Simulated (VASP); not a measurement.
Input of a VASP 6.6.1 run:

Contents of INCAR:

```
SYSTEM = HfO2
ALGO = Normal
EDIFF = 1E-7
ENCUT = 520
GGA = PE
ISIF = 2
ISMEAR = -1
LASPH = .TRUE.
LCHARG = .FALSE.
LREAL = .FALSE.
LWAVE = .FALSE.
NBANDS = 18
NELM = 100
PREC = Accurate
SIGMA = 0.08
```

File KPOINTS:

```
k-points
0
G
  13 13 7
  0 0 0
```

File POSCAR:

```
HfO2
1.0
    3.2022961113      0.0000000000      0.0000000000
   -1.6011480557      2.7732697828      0.0000000000
    0.0000000000      0.0000000000      4.1438700559
Hf O
1 2
Direct
    0.0000000000      0.0000000000      0.0000000000
    0.3333333333      0.6666666667      0.2339600721
    0.6666666667      0.3333333333      0.7660399279
```

Potentials or basis: VASP PAW PBE potentials, release 64 (Hf_pv, O).

Command:

```sh
$ cat potpaw_PBE.64/Hf_pv/POTCAR potpaw_PBE.64/O/POTCAR > POTCAR
$ mpirun -np 1 vasp_std > vasp.out
```

Problem. Predict the pressure.

Solution. 8.9 GPa.

Problem. Predict the largest force.

Solution. 0.209 eV/Å.

Problem. What does it give for the band gap on the k mesh?

Solution. 3.91 eV (least direct gap 4.73 eV).

Stress tensor (GPa, compression positive):
```
8.41 0.00 0.00
0.00 8.41 0.00
0.00 0.00 9.76
```

Caveat: the cell stands under pressure; spin-orbit coupling is left out, which moves the levels of the heavy elements; an odd mesh through Γ misses points on the zone boundary, where band edges can lie.
